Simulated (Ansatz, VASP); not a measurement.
One calculation of CsCl, two programs

Contents of INCAR:

```
SYSTEM = CsCl
PREC     = Accurate       ! precision mode
ENCUT    = 500            ! plane-wave cutoff, eV
EDIFF    = 1E-6           ! SCF threshold, eV
ISMEAR   = 0              ! smearing method
SIGMA    = 0.01           ! smearing width, eV
LREAL    = .False.        ! projectors in reciprocal space
LASPH    = .True.         ! aspherical terms in the spheres
NELM     = 200            ! most SCF steps
ALGO     = Normal         ! electronic algorithm
ISIF     = 2              ! what is computed and relaxed
LWAVE    = .False.        ! write WAVECAR
LCHARG   = .False.        ! write CHGCAR
MAGMOM   = 0 0 0 0 0 0    ! initial moments
LORBIT   = 11             ! projections on sites
LSORBIT  = .True.         ! spin-orbit coupling
GGA_COMPAT= .False.      
LORBMOM  = .True.       
NBANDS   = 28             ! bands
```

KPOINTS

```
regular mesh
0
Gamma
  6 6 6
  0 0 0
```

POSCAR

```
CsCl
1.0
    3.9493810967      0.0000000000      0.0000000000
    0.0000000000      3.9493810967      0.0000000000
    0.0000000000      0.0000000000      3.9493810967
Cs Cl
1 1
Direct
    0.0000000000      0.0000000000      0.0000000000
    0.5000000000      0.5000000000      0.5000000000
```

Input for Ansatz:

```yaml
crystal:
  lattice:
    - [3.94938109669, 0.0, 0.0]
    - [0.0, 3.94938109669, 0.0]
    - [0.0, 0.0, 3.94938109669]
  atoms:
    - { symbol: Cs, position: [0.0, 0.0, 0.0] }
    - { symbol: Cl, position: [0.5, 0.5, 0.5] }
kpoints:
  mp_grid: { grid: [6, 6, 6] }
scf:
  occupations: { method: fixed }
  convergence: { dr2_threshold: 1.0e-10 }
hamiltonian:
  xc: lda
  pseudopotentials: { kind: all_electron, lapw: { basis_error: 0.0005 } }
magnetization:
  noncollinear: true
  spin_orbit: true
output:
  forces: true
  stress: true
  eigenstates:
    kpoints:
      - [0.0, 0.0, 0.0]
      - [0.0, 0.5, 0.5]
      - [0.5, 0.0, 0.5]
      - [0.5, 0.5, 0.0]
      - [-0.5, -0.5, -0.5]
      - [0.0, -0.5, 0.0]
      - [0.0, 0.0, -0.5]
      - [-0.5, 0.0, 0.0]
  eigenvalues: true
```

Alike in both runs: task single point; functional LDA; k mesh 6 × 6 × 6; non-collinear spin, spin-orbit coupling.

|  | VASP | Ansatz |
| --- | --- | --- |
| version | VASP 6.6.1 | Ansatz 0.2.0 |
| potentials or method | VASP PAW LDA potentials, release 64 (Cs_sv, Cl), cutoff 500 eV | all-electron LAPW |
| occupations | gaussian, width 0.01 eV | fixed |

|  | VASP | Ansatz | Ansatz less VASP |
| --- | --- | --- | --- |
| pressure (GPa) | 0.5 | 0.4 | -0.10 |
| net moment per atom (μB) | 0.00 | 0.00 | 0.000 |

LDA's correlation is that of Perdew and Zunger in VASP and of Perdew and Wang (1992) in Ansatz. Ansatz ran all-electron here, and VASP with PAW potentials.
